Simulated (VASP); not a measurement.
# HgTe (F-43m) in VASP: a series of runs

Aim: see how the results for HgTe move with the level of theory and the settings. Levels: B3LYP, PBE-based screened hybrid with 25 % exact exchange, HSE06. Tasks: single point.

Program: VASP 6.6.1. These are calculated values, not measurements. Logs are shortened: lines on timing, memory, paths and dates and some standing lists are left out, and cuts for length are marked.

**1. The cell of the first run**

It takes space group F-43m (No. 216, cubic). The conventional cell has a = 6.429 Å, b = 6.429 Å, c = 6.429 Å, α = 90.00°, β = 90.00°, γ = 90.00°. Within 3.7 Å of Hg (site symmetry -43m) lie 4 Te at 2.78 Å. Te (site symmetry -43m) has 4 Hg at 2.78 Å within 3.7 Å.

**2. Single point, B3LYP**

File POSCAR:

```
HgTe
1.0
    0.0000000000      3.2145000000      3.2145000000
    3.2145000000      0.0000000000      3.2145000000
    3.2145000000      3.2145000000      0.0000000000
Hg Te
1 1
Direct
    0.0000000000      0.0000000000      0.0000000000
    0.7500000000      0.7500000000      0.7500000000
```

File INCAR.step1:

```
SYSTEM = HgTe
  PREC = Accurate
  ENCUT = 400
  EDIFF = 1E-5
  ISMEAR = -1
  SIGMA = 0.05
  LREAL = .False.
  LASPH = .True.
  NELM = 120
  ALGO = Normal
  ISIF = 2
  LWAVE = .True.
  LCHARG = .False.
  NBANDS = 16
  GGA = PE
  GGA_COMPAT = .False.
```

File INCAR.step2:

```
SYSTEM = HgTe
  PREC = Accurate
  ENCUT = 400
  EDIFF = 1E-6
  ISMEAR = -1
  SIGMA = 0.05
  LREAL = .False.
  LASPH = .True.
  NELM = 120
  ALGO = Normal
  ISIF = 2
  LWAVE = .False.
  LCHARG = .False.
  GGA = B3
  LHFCALC = .True.
  AEXX = 0.2
  AGGAX = 0.72
  AGGAC = 0.81
  ALDAC = 0.19
  PRECFOCK = Normal
  NBANDS = 16
  ISTART = 1
  GGA_COMPAT = .False.
```

File KPOINTS:

```
regular mesh
0
Gamma
  4 4 4
  0 0 0
```

Potentials or basis: VASP PAW PBE potentials, release 64 (Hg, Te).

On the command line:

```bash
$ cat potpaw_PBE.64/Hg/POTCAR potpaw_PBE.64/Te/POTCAR > POTCAR
$ cp INCAR.step1 INCAR
$ mpirun -np 1 vasp_std > vasp.out
$ cp INCAR.step2 INCAR
$ mpirun -np 1 vasp_std > vasp.out
```

OUTCAR:

```text
SYSTEM = HgTe
   PREC = Accurate
   ENCUT = 400
   EDIFF = 1E-6
   ISMEAR = -1
   LREAL = .False.
   LASPH = .True.
   NELM = 120
   ISIF = 2
   GGA = B3
   LHFCALC = .True.
   AEXX = 0.2
   PRECFOCK = Normal
   ISTART = 1

 ion  position               nearest neighbor table
   1  0.000  0.000  0.000-   2 2.78   2 2.78   2 2.78   2 2.78
   2  0.750  0.750  0.750-   1 2.78   1 2.78   1 2.78   1 2.78

  LATTYP: Found a face centered cubic cell.
 ALAT       =     6.4290000000

  Lattice vectors:

 A1 = (   0.0000000000,   3.2145000000,   3.2145000000)
 A2 = (   3.2145000000,   0.0000000000,   3.2145000000)
 A3 = (   3.2145000000,   3.2145000000,   0.0000000000)

Analysis of symmetry for initial positions (statically):
=====================================================================
 Subroutine PRICEL returns:
 Original cell was already a primitive cell.

 Routine SETGRP: Setting up the symmetry group for a
 face centered cubic supercell.

 Subroutine GETGRP returns: Found 24 space group operations
 (whereof 24 operations were pure point group operations)
 out of a pool of 48 trial point group operations.

The static configuration has the point symmetry T_d .

Analysis of symmetry for dynamics (positions and initial velocities):
=====================================================================
 Subroutine PRICEL returns:
 Original cell was already a primitive cell.

 Routine SETGRP: Setting up the symmetry group for a
 face centered cubic supercell.

 Subroutine GETGRP returns: Found 24 space group operations
 (whereof 24 operations were pure point group operations)
 out of a pool of 48 trial point group operations.

The dynamic configuration has the point symmetry T_d .

 Subroutine INISYM returns: Found 24 space group operations
 (whereof 24 operations are pure point group operations),
 and found     1 'primitive' translations

----------------------------------------------------------------------------------------

                                     Primitive cell

  volume of cell :      66.4309

  direct lattice vectors                    reciprocal lattice vectors
     0.000000000  3.214500000  3.214500000    -0.155545186  0.155545186  0.155545186
     3.214500000  0.000000000  3.214500000     0.155545186 -0.155545186  0.155545186
     3.214500000  3.214500000  0.000000000     0.155545186  0.155545186 -0.155545186

  length of vectors
     4.545989496  4.545989496  4.545989496     0.269412165  0.269412165  0.269412165

  position of ions in fractional coordinates (direct lattice)
     0.000000000  0.000000000  0.000000000
     0.750000000  0.750000000  0.750000000

  ion indices of the primitive-cell ions
   primitive index   ion index
                 1           1
                 2           2

----------------------------------------------------------------------------------------

 KPOINTS: regular mesh

Automatic generation of k-mesh.
 Grid dimensions read from file:
 generate k-points for:    4    4    4

 Generating k-lattice:

  Cartesian coordinates                     Fractional coordinates (reciprocal lattice)
    -0.038886296  0.038886296  0.038886296     0.250000000  0.000000000  0.000000000
     0.038886296 -0.038886296  0.038886296     0.000000000  0.250000000  0.000000000
     0.038886296  0.038886296 -0.038886296     0.000000000  0.000000000  0.250000000

  Length of vectors
     0.067353041  0.067353041  0.067353041

  Shift w.r.t. Gamma in fractional coordinates (k-lattice)
     0.000000000  0.000000000  0.000000000

 Subroutine IBZKPT returns following result:
 ===========================================

 Found      8 irreducible k-points:

 Following reciprocal coordinates:
            Coordinates               Weight
  0.000000  0.000000  0.000000      1.000000
  0.250000  0.000000  0.000000      8.000000
  0.500000  0.000000  0.000000      4.000000
  0.250000  0.250000  0.000000      6.000000
  0.500000  0.250000  0.000000     24.000000
 -0.250000  0.250000  0.000000     12.000000
  0.500000  0.500000  0.000000      3.000000
 -0.250000  0.500000  0.250000      6.000000
   k-points           NKPTS =      8   k-points in BZ     NKDIM =     64   number of bands    NBANDS=     16
   number of dos      NEDOS =    301   number of ions     NIONS =      2
   total plane-waves  NPLWV =  27000
   dimension x,y,z NGX =    30 NGY =   30 NGZ =   30
   dimension x,y,z NGXF=    60 NGYF=   60 NGZF=   60
   ions per type =               1   1
   NGX,Y,Z   is equivalent  to a cutoff of  10.97, 10.97, 10.97 a.u.
   NGXF,Y,Z  is equivalent  to a cutoff of  21.94, 21.94, 21.94 a.u.
 SYSTEM =  HgTe
   PREC   = accura    normal or accurate (medium, high low for compatibility)
   ISTART =      1    job   : 0-new  1-cont  2-samecut
   ICHARG =      0    charge: 1-file 2-atom 10-const
   ISPIN  =      1    spin polarized calculation?
   LNONCOLLINEAR =      F non collinear calculations
   LSORBIT =      F    spin-orbit coupling
   LASPH  =      T    aspherical Exc in radial PAW
   ENCUT  =  400.0 eV  29.40 Ry    5.42 a.u.   7.41  7.41  7.41*2*pi/ulx,y,z
   NELM   =    120;   NELMIN=  2; NELMDL=  0     # of ELM steps
   EDIFF  = 0.1E-05   stopping-criterion for ELM
   LREAL  =      F    real-space projection
   EDIFFG = 0.1E-04   stopping-criterion for IOM
   NSW    =      0    number of steps for IOM
   IBRION =     -1    ionic relax: 0-MD 1-quasi-New 2-CG
   NFREE  =      0    steps in history (QN), initial steepest desc. (CG)
   ISIF   =      2    stress and relaxation
   ISYM   =      3    0-nonsym 1-usesym 2-fastsym
   POTIM  = 0.5000    time-step for ionic-motion
   TEBEG  =    0.0;   TEEND  =   0.0 temperature during run
   PSTRESS=    0.0 pullay stress
   NELECT =      18.0000    total number of electrons
   NUPDOWN=      -1.0000    fix difference up-down
   EMIN   =  10.00;   EMAX   =-10.00  energy-range for DOS
   EFERMI =   0.00;   METHOD = LEGACY
   ISMEAR =    -1;   SIGMA  =   0.05  broadening in eV -4-tet -1-fermi 0-gaus
   EFERMI_NEDOS =   21; number of points for ismear=-14 and -15
   IALGO  =     38    algorithm
   IMIX   =      1    mixing-type and parameters
     AMIX     =   0.40;   BMIX     =  1.00
     AMIX_MAG =   1.60;   BMIX_MAG =  1.00
  volume/ion in A,a.u.               =      33.22       224.15
  Fermi-wavevector in a.u.,A,eV,Ry     =   1.059357  2.001894 15.268958  1.122237
  Thomas-Fermi vector in A             =   2.194699
   LORBIT       =      0    0 simple, 1 ext, 2 COOP (PROOUT), +10 PAW based schemes
   GGA     = B3    functional components
   LHFCALC =     T    Hartree Fock is set to
   PRECFOCK=normal    Normal, Fast or Accurate (Low or Medium for compatibility)
   ENCUT4O =  -1.0   cutoff for four orbital integrals eV
   NKREDX  =     1    reduce k-point grid by
   NKREDY  =     1    reduce k-point grid by
   NKREDZ  =     1    reduce k-point grid by
   AEXX    =    0.2000 exact exchange contribution
   HFSCREEN=    0.0000 screening length (either q_TF or 0.3 A-1)
   HFSCREENC=   0.0000 screening length for correlation (either q_TF or 0.3 A-1)
   ENCUTFOCK=  -1.0 apply spherical cutoff to Coloumb kernel
   IVDW    =     0    specifies the selected vdW correction
   LEPSILON=     F    determine dielectric tensor
   LRPA    =     F    only Hartree local field effects (RPA)
 non-spin polarized calculation
  energy-cutoff  :      400.00
  volume of cell :       66.43
 maximum number of plane-waves:      1243
 NGX is ok and might be reduce to    30
  NGX = 24; NGY = 24; NGZ = 24

 number of electron      17.9999992 magnetization

 Free energy of the ion-electron system (eV)
  ---------------------------------------------------
  ext. energy  EPLUGINS =         0.00000000
  ---------------------------------------------------
  free energy    TOTEN  =        -3.85141018 eV

  energy without entropy =       -3.85121910  energy(sigma->0) =       -3.85131464

 E-fermi :   3.1398     XC(G=0):  -7.0286

 val. band max:        2.8766863898   @ k =   0.0000   0.0000   0.0000
 cond. band min:       3.3681009176   @ k =   0.0000   0.0000   0.0000
 fundamental gap:      0.4914145277
 Fermi energy:         3.1398057828

 k-point     1 :       0.0000    0.0000    0.0000
  band No.  band energies     occupation
      1     -10.1477      2.00000
      2      -5.5438      2.00000
      3      -5.5378      2.00000
      4      -5.5376      2.00000
      5      -4.9900      2.00000
      6      -4.9861      2.00000
      7       2.6701      1.99983
      8       2.8757      1.98989
      9       2.8767      1.98969
     10       3.3681      0.02059
     11       8.2750      0.00000
     12       8.2778      0.00000
     13       8.2845      0.00000
     14      10.7711      0.00000
     15      13.9006      0.00000
     16      13.9047      0.00000

 k-point     2 :       0.2500    0.0000    0.0000
  band No.  band energies     occupation
      1      -9.8471      2.00000
      2      -5.4700      2.00000
      3      -5.4654      2.00000
      4      -5.3426      2.00000
      5      -4.9912      2.00000
      6      -4.9880      2.00000
      7      -0.7495      2.00000
      8       2.2749      2.00000
      9       2.2996      2.00000
     10       4.7816      0.00000
     11       8.9624      0.00000
     12       8.9674      0.00000
     13       9.0552      0.00000
     14      12.0502      0.00000
     15      12.7726      0.00000
     16      12.7731      0.00000

 k-point     3 :       0.5000    0.0000    0.0000
  band No.  band energies     occupation
      1      -9.5198      2.00000
      2      -5.4123      2.00000
      3      -5.4095      2.00000
      4      -4.9690      2.00000
      5      -4.9668      2.00000
      6      -4.6223      2.00000
      7      -3.1100      2.00000
      8       1.7807      2.00000
      9       1.7819      2.00000
     10       4.6413      0.00000
     11       9.1326      0.00000
     12       9.1363      0.00000
     13      11.0553      0.00000
     14      12.2809      0.00000
     15      14.4498      0.00000
     16      14.4527      0.00000

 k-point     4 :       0.2500    0.2500    0.0000
  band No.  band energies     occupation
      1      -9.7439      2.00000
      2      -5.4305      2.00000
      3      -5.3787      2.00000
      4      -5.3772      2.00000
      5      -5.0087      2.00000
      6      -4.9592      2.00000
      7      -0.7354      2.00000
      8       1.4269      2.00000
      9       1.4302      2.00000
     10       5.9739      0.00000
     11       6.9425      0.00000
     12      10.4032      0.00000
     13      10.4052      0.00000
     14      10.9361      0.00000
     15      14.2186      0.00000
     16      14.5065      0.00000

 k-point     5 :       0.5000    0.2500    0.0000
  band No.  band energies     occupation
      1      -9.4146      2.00000
      2      -5.3605      2.00000
      3      -5.2966      2.00000
      4      -5.1066      2.00000
      5      -4.9569      2.00000
      6      -4.6212      2.00000
      7      -2.7104      2.00000
      8       0.2156      2.00000
      9       1.0140      2.00000
     10       6.2067      0.00000
     11       8.1278      0.00000
     12      10.1969      0.00000
     13      10.7680      0.00000
     14      13.1776      0.00000
     15      14.7072      0.00000
     16      15.0128      0.00000

 k-point     6 :      -0.2500    0.2500    0.0000
  band No.  band energies     occupation
      1      -9.5254      2.00000
      2      -5.3758      2.00000
      3      -5.3731      2.00000
      4      -5.0495      2.00000
      5      -5.0095      2.00000
      6      -4.8483      2.00000
      7      -2.1497      2.00000
      8       0.1565      2.00000
      9       1.7622      2.00000
     10       6.1618      0.00000
     11       8.9133      0.00000
     12       9.6588      0.00000
     13       9.7351      0.00000
     14      12.3729      0.00000
     15      13.7409      0.00000
     16      14.9488      0.00000

 k-point     7 :       0.5000    0.5000    0.0000
  band No.  band energies     occupation
      1      -9.3011      2.00000
      2      -5.3158      2.00000
      3      -5.1848      2.00000
      4      -5.1835      2.00000
      5      -4.9282      2.00000
      6      -4.4568      2.00000
      7      -3.0675      2.00000
      8       0.3650      2.00000
      9       0.3681      2.00000
     10       5.8994      0.00000
     11       6.4094      0.00000
     12      12.6269      0.00000
     13      13.3064      0.00000
     14      13.3080      0.00000
     15      14.6846      0.00000
     16      15.8734      0.00000

 k-point     8 :      -0.2500    0.5000    0.2500
  band No.  band energies     occupation
      1      -9.3036      2.00000
      2      -5.2966      2.00000
      3      -5.2627      2.00000
      4      -5.0452      2.00000
      5      -5.0189      2.00000
      6      -4.2834      2.00000
      7      -3.1283      2.00000
      8      -0.0347      2.00000
      9       0.0557      2.00000
     10       7.2910      0.00000
     11       8.7024      0.00000
     12       9.4211      0.00000
     13      10.3142      0.00000
     14      13.9972      0.00000
     15      15.5222      0.00000
     16      15.5552      0.00000

------------------------ aborting loop because EDIFF is reached ----------------------------------------

  FORCE on cell =-STRESS in cart. coord.  units (eV):
  Direction    XX          YY          ZZ          XY          YZ          ZX
  --------------------------------------------------------------------------------------
  -------------------------------------------------------------------------------------
  Total        2.6996570      2.6996570      2.6996570     -0.0000000      0.0000000     -0.0000000
  in kB       65.1101789     65.1101789     65.1101789     -0.0000000      0.0000000     -0.0000000
  external PRESSURE =      65.1101789 kB  Pullay stress =       0.0000000 kB

 VOLUME and BASIS-vectors are now :
 -----------------------------------------------------------------------------
  energy-cutoff  :      400.00
  volume of cell :       66.43
      direct lattice vectors                 reciprocal lattice vectors
     0.000000000  3.214500000  3.214500000    -0.155545186  0.155545186  0.155545186
     3.214500000  0.000000000  3.214500000     0.155545186 -0.155545186  0.155545186
     3.214500000  3.214500000  0.000000000     0.155545186  0.155545186 -0.155545186

 POSITION                                       TOTAL-FORCE (eV/Angst)
 -----------------------------------------------------------------------------------
      0.00000      0.00000      0.00000         0.000000     -0.000000      0.000000
      4.82175      4.82175      4.82175        -0.000000      0.000000     -0.000000
 -----------------------------------------------------------------------------------
    total drift:                               -0.078814     -0.010514      0.018462

  FREE ENERGIE OF THE ION-ELECTRON SYSTEM (eV)
  ---------------------------------------------------
  free  energy   TOTEN  =        -3.8514101775 eV

  energy  without entropy=       -3.8512191039  energy(sigma->0) =       -3.85131464
```

Run time: 28 min. Hardware: 1 thread of AMD EPYC 7R43 (Zen 3), shared host; peak memory 0.14 GiB.

What came out:

```yaml
Free_energy: -3.8514 eV
Pressure: 6.5 GPa
Band_gap_on_the_k_mesh: 0.49 eV
```

Caveat: the k points lie up to 0.42 Å⁻¹ apart; the PAW data sets were made with another functional, which shifts forces and pressure a little; spin-orbit coupling is left out, which moves the levels of the heavy elements.

(Part 1 of 2 ends here.)
